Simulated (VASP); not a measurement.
# ZnS (I-4m2) in VASP: further runs

The runs below take ZnS through single point, with PBE.

Everything below comes from runs of VASP 6.6.1. Logs are shortened: lines on timing, memory, paths and dates and some standing lists are left out, and cuts for length are marked.

### 1 The cell of the first run

The structure is tetragonal, space group I-4m2 (No. 119). Conventional cell: a = 3.768 Å, b = 3.768 Å, c = 5.490 Å, α = 90.00°, β = 90.00°, γ = 90.00°. Zn (site symmetry -4m2) has 4 S at 2.33 Å within 3.1 Å. Within 3.1 Å of S (site symmetry -4m2) lie 4 Zn at 2.33 Å.

### 2 Single point, PBE (strain -0.015 along x and y, +0.015 along z)

INCAR

```
PREC     = Accurate       # precision mode
ENCUT    = 520            # plane-wave cutoff, eV
EDIFF    = 1E-6           # SCF threshold, eV
ISMEAR   = 0              # smearing method
SIGMA    = 0.05           # smearing width, eV
LREAL    = F              # projectors in reciprocal space
LASPH    = T              # aspherical terms in the spheres
NELM     = 100            # most SCF steps
ALGO     = Normal         # electronic algorithm
ISIF     = 2              # what is computed and relaxed
LWAVE    = F              # write WAVECAR
LCHARG   = F              # write CHGCAR
GGA      = PE             # functional
NBANDS   = 16             # bands
```

KPOINTS

```
regular mesh
0
Gamma
  10 10 10
```

POSCAR

```
ZnS
1.0
    0.0000000000      2.6640802500      2.7452197500
    2.6640802500      0.0000000000      2.7452197500
    2.6640802500      2.6640802500      0.0000000000
Zn S
1 1
Direct
    0.0000000000      0.0000000000      0.0000000000
    0.7500000000      0.7500000000      0.7500000000
```

Potentials or basis: VASP PAW PBE potentials, release 64 (Zn, S).

Command:

```sh
$ cat potpaw_PBE.64/Zn/POTCAR potpaw_PBE.64/S/POTCAR > POTCAR
$ mpirun -np 1 vasp_std > vasp.out
```

OUTCAR:

```text
PREC = Accurate
   ENCUT = 520
   EDIFF = 1E-6
   ISMEAR = 0
   LREAL = F
   LASPH = T
   NELM = 100
   ISIF = 2
   GGA = PE

 ion  position               nearest neighbor table
   1  0.000  0.000  0.000-   2 2.33   2 2.33   2 2.33   2 2.33
   2  0.750  0.750  0.750-   1 2.33   1 2.33   1 2.33   1 2.33

  LATTYP: Found a body centered tetragonal cell.
 ALAT       =     3.7675784208
 C/A-ratio  =     1.4572860567

  Lattice vectors:

 A1 = (  -2.6640802500,   0.0000000000,   2.7452197500)
 A2 = (   2.6640802500,   0.0000000000,   2.7452197500)
 A3 = (   0.0000000000,   2.6640802500,  -2.7452197500)

Analysis of symmetry for initial positions (statically):
=====================================================================
 Subroutine PRICEL returns:
 Original cell was already a primitive cell.

 Routine SETGRP: Setting up the symmetry group for a
 body centered tetragonal supercell.

 Subroutine GETGRP returns: Found  8 space group operations
 (whereof  8 operations were pure point group operations)
 out of a pool of 16 trial point group operations.

The static configuration has the point symmetry D_2d.

Analysis of symmetry for dynamics (positions and initial velocities):
=====================================================================
 Subroutine PRICEL returns:
 Original cell was already a primitive cell.

 Routine SETGRP: Setting up the symmetry group for a
 body centered tetragonal supercell.

 Subroutine GETGRP returns: Found  8 space group operations
 (whereof  8 operations were pure point group operations)
 out of a pool of 16 trial point group operations.

The dynamic configuration has the point symmetry D_2d.

 Subroutine INISYM returns: Found  8 space group operations
 (whereof  8 operations are pure point group operations),
 and found     1 'primitive' translations

----------------------------------------------------------------------------------------

                                     Primitive cell

  volume of cell :      38.9674

  direct lattice vectors                    reciprocal lattice vectors
     0.000000000  2.664080250  2.745219750    -0.187682034  0.187682034  0.182134782
     2.664080250  0.000000000  2.745219750     0.187682034 -0.187682034  0.182134782
     2.664080250  2.664080250  0.000000000     0.187682034  0.187682034 -0.182134782

  length of vectors
     3.825382994  3.825382994  3.767578421     0.321903977  0.321903977  0.321903977

  position of ions in fractional coordinates (direct lattice)
     0.000000000  0.000000000  0.000000000
     0.750000000  0.750000000  0.750000000

  ion indices of the primitive-cell ions
   primitive index   ion index
                 1           1
                 2           2

----------------------------------------------------------------------------------------

 KPOINTS: regular mesh

Automatic generation of k-mesh.
 Grid dimensions read from file:
 generate k-points for:   10   10   10

 Generating k-lattice:

  Cartesian coordinates                     Fractional coordinates (reciprocal lattice)
    -0.018768203  0.018768203  0.018213478     0.100000000  0.000000000  0.000000000
     0.018768203 -0.018768203  0.018213478     0.000000000  0.100000000  0.000000000
     0.018768203  0.018768203 -0.018213478     0.000000000  0.000000000  0.100000000

  Length of vectors
     0.032190398  0.032190398  0.032190398

  Shift w.r.t. Gamma in fractional coordinates (k-lattice)
     0.000000000  0.000000000  0.000000000

 Subroutine IBZKPT returns following result:
 ===========================================

 Found    102 irreducible k-points:

 Following reciprocal coordinates:
            Coordinates               Weight
  0.000000  0.000000  0.000000      1.000000
  0.100000 -0.000000  0.000000      8.000000
  0.200000 -0.000000  0.000000      8.000000
  0.300000  0.000000  0.000000      8.000000
  0.400000  0.000000  0.000000      8.000000
  0.500000  0.000000  0.000000      4.000000
[... 16 lines left out ...]
  0.300000  0.300000  0.000000      2.000000
  0.400000  0.300000  0.000000      8.000000
 [... further k-points ...]
   k-points           NKPTS =    102   k-points in BZ     NKDIM =    102   number of bands    NBANDS=     16
   number of dos      NEDOS =    301   number of ions     NIONS =      2
   total plane-waves  NPLWV =  21952
   dimension x,y,z NGX =    28 NGY =   28 NGZ =   28
   dimension x,y,z NGXF=    56 NGYF=   56 NGZF=   56
   ions per type =               1   1
   NGX,Y,Z   is equivalent  to a cutoff of  12.17, 12.17, 12.36 a.u.
   NGXF,Y,Z  is equivalent  to a cutoff of  24.34, 24.34, 24.71 a.u.
 SYSTEM =  unknown system
   PREC   = accura    normal or accurate (medium, high low for compatibility)
   ISTART =      0    job   : 0-new  1-cont  2-samecut
   ICHARG =      2    charge: 1-file 2-atom 10-const
   ISPIN  =      1    spin polarized calculation?
   LNONCOLLINEAR =      F non collinear calculations
   LSORBIT =      F    spin-orbit coupling
   LASPH  =      T    aspherical Exc in radial PAW
   ENCUT  =  520.0 eV  38.22 Ry    6.18 a.u.   7.11  7.11  7.01*2*pi/ulx,y,z
   NELM   =    100;   NELMIN=  2; NELMDL= -5     # of ELM steps
   EDIFF  = 0.1E-05   stopping-criterion for ELM
   LREAL  =      F    real-space projection
   EDIFFG = 0.1E-04   stopping-criterion for IOM
   NSW    =      0    number of steps for IOM
   IBRION =     -1    ionic relax: 0-MD 1-quasi-New 2-CG
   NFREE  =      0    steps in history (QN), initial steepest desc. (CG)
   ISIF   =      2    stress and relaxation
   ISYM   =      2    0-nonsym 1-usesym 2-fastsym
   POTIM  = 0.5000    time-step for ionic-motion
   TEBEG  =    0.0;   TEEND  =   0.0 temperature during run
   PSTRESS=    0.0 pullay stress
   NELECT =      18.0000    total number of electrons
   NUPDOWN=      -1.0000    fix difference up-down
   EMIN   =  10.00;   EMAX   =-10.00  energy-range for DOS
   EFERMI =   0.00;   METHOD = LEGACY
   ISMEAR =     0;   SIGMA  =   0.05  broadening in eV -4-tet -1-fermi 0-gaus
   EFERMI_NEDOS =   21; number of points for ismear=-14 and -15
   IALGO  =     38    algorithm
   IMIX   =      4    mixing-type and parameters
     AMIX     =   0.40;   BMIX     =  1.00
     AMIX_MAG =   1.60;   BMIX_MAG =  1.00
  volume/ion in A,a.u.               =      19.48       131.48
  Fermi-wavevector in a.u.,A,eV,Ry     =   1.265509  2.391464 21.789893  1.601512
  Thomas-Fermi vector in A             =   2.398758
   LORBIT       =      0    0 simple, 1 ext, 2 COOP (PROOUT), +10 PAW based schemes
   GGA     = PE    functional components
   LHFCALC =     F    Hartree Fock is set to
   AEXX    =    0.0000 exact exchange contribution
   IVDW    =     0    specifies the selected vdW correction
   LEPSILON=     F    determine dielectric tensor
   LRPA    =     F    only Hartree local field effects (RPA)
 non-spin polarized calculation
 Gauss-broadening in eV      SIGMA  =   0.05
  energy-cutoff  :      520.00
  volume of cell :       38.97
 maximum number of plane-waves:      1070
   NGX = 15   NGY = 15   NGZ = 13

 number of electron      18.0000017 magnetization

 Free energy of the ion-electron system (eV)
  ---------------------------------------------------
  ext. energy  EPLUGINS =         0.00000000
  ---------------------------------------------------
  free energy    TOTEN  =        -6.83744205 eV

  energy without entropy =       -6.83744205  energy(sigma->0) =       -6.83744205

 E-fermi :   2.4720     XC(G=0):  -9.6898

 val. band max:        2.2591515729   @ k =   0.0000   0.0000   0.0000
 cond. band min:       4.3877171456   @ k =   0.0000   0.0000   0.0000
 fundamental gap:      2.1285655726
 Fermi energy:         2.4719783584

 k-point     1 :       0.0000    0.0000    0.0000
  band No.  band energies     occupation
      1     -11.0028      2.00000
      2      -4.1774      2.00000
      3      -4.1585      2.00000
      4      -4.1585      2.00000
      5      -3.6580      2.00000
      6      -3.6487      2.00000
[... 8 lines left out ...]
     15      14.1890      0.00000
     16      14.2540      0.00000

 k-point     2 :       0.1000   -0.0000    0.0000
  band No.  band energies     occupation
      1     -10.9255      2.00000
      2      -4.1713      2.00000
      3      -4.1518      2.00000
      4      -4.1440      2.00000
      5      -3.6586      2.00000
      6      -3.6507      2.00000
[... 8 lines left out ...]
     15      13.7692      0.00000
     16      14.7610      0.00000

 k-point     3 :       0.2000   -0.0000    0.0000
  band No.  band energies     occupation
      1     -10.7122      2.00000
      2      -4.1529      2.00000
      3      -4.1209      2.00000
      4      -4.1078      2.00000
      5      -3.6564      2.00000
      6      -3.6527      2.00000
[... 8 lines left out ...]
     15      13.2659      0.00000
     16      14.8218      0.00000

 k-point     4 :       0.3000    0.0000    0.0000
  band No.  band energies     occupation
      1     -10.4219      2.00000
      2      -4.0927      2.00000
      3      -4.0684      2.00000
      4      -4.0601      2.00000
      5      -3.6474      2.00000
      6      -3.6443      2.00000
[... 8 lines left out ...]
     15      13.5333      0.00000
     16      14.2692      0.00000
[... 324 lines left out ...]
 k-point    22 :      -0.2000    0.2000    0.0000
  band No.  band energies     occupation
      1     -10.3166      2.00000
      2      -4.0860      2.00000
      3      -4.0446      2.00000
      4      -4.0396      2.00000
      5      -3.6760      2.00000
      6      -3.6039      2.00000
[... 8 lines left out ...]
     15      15.2600      0.00000
     16      16.8126      0.00000

 k-point    23 :       0.3000    0.3000    0.0000
  band No.  band energies     occupation
      1     -10.2521      2.00000
      2      -4.2303      2.00000
      3      -3.9518      2.00000
      4      -3.9518      2.00000
      5      -3.6973      2.00000
      6      -3.6030      2.00000
[... 8 lines left out ...]
     15      15.2456      0.00000
     16      18.9955      0.00000

 k-point    24 :       0.4000    0.3000    0.0000
  band No.  band energies     occupation
      1     -10.0479      2.00000
      2      -4.1957      2.00000
      3      -3.9057      2.00000
      4      -3.8976      2.00000
      5      -3.6462      2.00000
      6      -3.5967      2.00000
[... 8 lines left out ...]
     15      15.7004      0.00000
     16      18.1073      0.00000

 [... further k-points ...]
[... 5 lines left out ...]
  --------------------------------------------------------------------------------------
  -------------------------------------------------------------------------------------
  Total        0.7637654      0.7637654      0.4579883      0.0000000      0.0000000      0.0000000
  in kB       31.4028332     31.4028332     18.8305604      0.0000000      0.0000000      0.0000000
  external PRESSURE =      27.2120756 kB  Pullay stress =       0.0000000 kB

 VOLUME and BASIS-vectors are now :
 -----------------------------------------------------------------------------
  energy-cutoff  :      520.00
  volume of cell :       38.97
      direct lattice vectors                 reciprocal lattice vectors
     0.000000000  2.664080250  2.745219750    -0.187682034  0.187682034  0.182134782
     2.664080250  0.000000000  2.745219750     0.187682034 -0.187682034  0.182134782
     2.664080250  2.664080250  0.000000000     0.187682034  0.187682034 -0.182134782

 POSITION                                       TOTAL-FORCE (eV/Angst)
 -----------------------------------------------------------------------------------
      0.00000      0.00000      0.00000        -0.000000     -0.000000     -0.000000
      3.99612      3.99612      4.11783         0.000000      0.000000      0.000000
 -----------------------------------------------------------------------------------
    total drift:                               -0.000001     -0.000001     -0.000002

  FREE ENERGIE OF THE ION-ELECTRON SYSTEM (eV)
  ---------------------------------------------------
  free  energy   TOTEN  =        -6.8374420544 eV

  energy  without entropy=       -6.8374420544  energy(sigma->0) =       -6.83744205
```

Run time: 23 s. Hardware: 1 thread of Intel Xeon 6975P-C (Granite Rapids), shared host; peak memory 0.19 GiB.

What came out:

- Free energy: -6.8374 eV
- Pressure: 2.7 GPa
- Band gap on the k mesh: 2.13 eV, direct

Caveat: the cell differs from its parent crystal (strain -0.015 along x and y, +0.015 along z).

### 3 Single point, PBE (strain -0.015 along x and y, +0.030 along z)

INCAR

```
SYSTEM = ZnS
PREC = Accurate
ENCUT = 520
EDIFF = 1E-6
ISMEAR = 0
SIGMA = 0.05
LREAL = .False.
LASPH = .True.
NELM = 60
ALGO = Normal
ISIF = 2
LWAVE = .False.
LCHARG = .True.
GGA = PE
LELF = .True.
LVHAR = .True.
NBANDS = 16
```

KPOINTS

```
regular mesh
0
Gamma
  10 10 10
  0 0 0
```

POSCAR

```
ZnS
1.0
    0.0000000000      2.6640802500      2.7857895000
    2.6640802500      0.0000000000      2.7857895000
    2.6640802500      2.6640802500      0.0000000000
Zn S
1 1
Direct
    0.0000000000      0.0000000000      0.0000000000
    0.7500000000      0.7500000000      0.7500000000
```

Potentials or basis: VASP PAW PBE potentials, release 64 (Zn, S).

Command:

```sh
$ cat potpaw_PBE.64/Zn/POTCAR potpaw_PBE.64/S/POTCAR > POTCAR
$ mpirun -np 1 vasp_std > vasp.out
```

It took 25 s on 1 thread of Intel Xeon 6975P-C (Granite Rapids), shared host; peak memory 0.2 GiB.

It converged, with:

- Free energy: -6.8413 eV
- Pressure: 1.5 GPa
- Band gap on the k mesh: 2.04 eV, direct

Stress tensor (GPa, compression positive):
```
2.19 0.00 0.00
0.00 2.19 0.00
0.00 0.00 0.24
```

Levels at points of the mesh, in eV from the valence-band top:
```tsv
k point	band 7	band 8	band 9	band 10	band 11	band 12
(0.00, 0.00, 0.00)	-0.17	0.00	0.00	2.04	6.36	6.36
(0.50, 0.00, 0.00)	-5.32	-1.04	-0.79	3.22	6.72	7.07
(0.50, 0.50, 0.00)	-4.77	-2.10	-2.10	3.52	4.31	10.57
(0.50, 0.00, 0.50)	-4.51	-2.38	-2.29	3.29	3.88	11.05
```

Caveat: the cell differs from its parent crystal (strain -0.015 along x and y, +0.030 along z).

### 4 Single point, PBE (strain +0.000 along x and y, +0.015 along z)

INCAR: that of step 3 with these lines changed.

```diff
@@ -3,3 +3,3 @@
 ENCUT = 520
-EDIFF = 1E-6
+EDIFF = 1E-7
 ISMEAR = 0
@@ -8,3 +8,3 @@
 LASPH = .True.
-NELM = 60
+NELM = 100
 ALGO = Normal
```

KPOINTS

```
Automatic mesh
0
Gamma
  10 10 10
  0 0 0
```

POSCAR

```
ZnS
1.0
    0.0000000000      2.7046500000      2.7452197500
    2.7046500000      0.0000000000      2.7452197500
    2.7046500000      2.7046500000      0.0000000000
Zn S
1 1
Direct
    0.0000000000      0.0000000000      0.0000000000
    0.7500000000      0.7500000000      0.7500000000
```

Command:

```sh
$ cat potpaw_PBE.64/Zn/POTCAR potpaw_PBE.64/S/POTCAR > POTCAR
$ mpirun -np 1 vasp_std > vasp.out
```

It took 28 s on 1 thread of Intel Xeon 6975P-C (Granite Rapids), shared host; peak memory 0.2 GiB.

Results (log left out):

```yaml
Free_energy: -6.8515 eV
Pressure: 0.4 GPa
Band_gap_on_the_k_mesh: 2.02 eV, direct
```

Stress tensor (GPa, compression positive):
```
0.65 0.00 0.00
0.00 0.65 0.00
0.00 0.00 0.02
```

Levels at points of the mesh, in eV from the valence-band top:
```
           k point  band 6  band 7  band 8  band 9  band 10  band 11  band 12  band 13
(0.00, 0.00, 0.00)   -5.81   -0.05    0.00    0.00     2.02     6.39     6.39     6.39
(0.50, 0.00, 0.00)   -5.61   -5.19   -0.90   -0.82     3.25     6.86     6.98     8.79
(0.50, 0.50, 0.00)   -5.62   -4.56   -2.12   -2.12     3.48     4.15    10.73    11.85
(0.50, 0.00, 0.50)   -5.59   -4.48   -2.21   -2.18     3.41     4.01    10.89    11.75
```

Caveat: the cell differs from its parent crystal (strain +0.000 along x and y, +0.015 along z).

(Continued in part 2 of 2.)
